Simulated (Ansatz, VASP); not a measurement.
TiO2 in VASP and in Ansatz

File INCAR:

```
SYSTEM = TiO2
ALGO = Normal ; EDIFF = 1E-6
ENCUT = 600 ; GGA = PE
GGA_COMPAT = .False. ; ISIF = 2
ISMEAR = 0 ; LASPH = .True.
LCHARG = .False. ; LREAL = .False.
LWAVE = .False. ; NBANDS = 19
NELM = 120 ; PREC = Accurate
SIGMA = 0.01
```

KPOINTS

```
k-points
0
Gamma
  4 4 4
  0 0 0
```

The input POSCAR:

```
TiO2
1.0
    0.0000000000      2.2829009400      2.2829009400
    2.2829009400      0.0000000000      2.2829009400
    2.2829009400      2.2829009400      0.0000000000
Ti O
1 2
Direct
    0.0000000000      0.0000000000      0.0000000000
    0.2500000000      0.2500000000      0.2500000000
    0.7500000000      0.7500000000      0.7500000000
```

Input for Ansatz:

```yaml
crystal:
  lattice:
    - [0.0, 2.28290094, 2.28290094]
    - [2.28290094, 0.0, 2.28290094]
    - [2.28290094, 2.28290094, 0.0]
  atoms:
    - { symbol: Ti, position: [0.0, 0.0, 0.0] }
    - { symbol: O, position: [0.25, 0.25, 0.25] }
    - { symbol: O, position: [0.75, 0.75, 0.75] }
basis:
  precision: f64
  xc_grid: 2
  ecutwfc: 700
  ecutrho_ratio: 4
kpoints:
  mp_grid: { grid: [4, 4, 4], shift: [0, 0, 0] }
hamiltonian:
  xc: pbe
  dispersion: none
  pseudopotentials:
    kind: paw
    azcp:
      O: "pseudopotentials/O.paw.azcp"
      Ti: "pseudopotentials/Ti.paw.azcp"
magnetization:
  spin_polarized: false
scf:
  lower_state_search: "off"
  max_iter: 200
  occupations: { method: fixed }
  convergence: { dr2_threshold: "1e-10 eV" }
output:
  forces: true
  stress: true
  eigenvalues: true
```

Alike in both runs: task single point; functional PBE; k mesh 4 × 4 × 4; no spin polarisation.

|  | VASP | Ansatz |
| --- | --- | --- |
| version | VASP 6.6.1 | Ansatz 0.2.0-dev |
| potentials or method | VASP PAW PBE potentials, release 64 (Ti_sv, O), cutoff 600 eV | hard PAW set made for 700 eV |
| occupations | gaussian, width 0.01 eV | fixed |

```csv
,VASP,Ansatz,Ansatz less VASP
gap on the k mesh at the Fermi level (eV),1.22,1.24,+0.017
```

Ansatz's warnings: metallic iterate.

The k mesh is coarse, so the values compare programs but aren't converged.
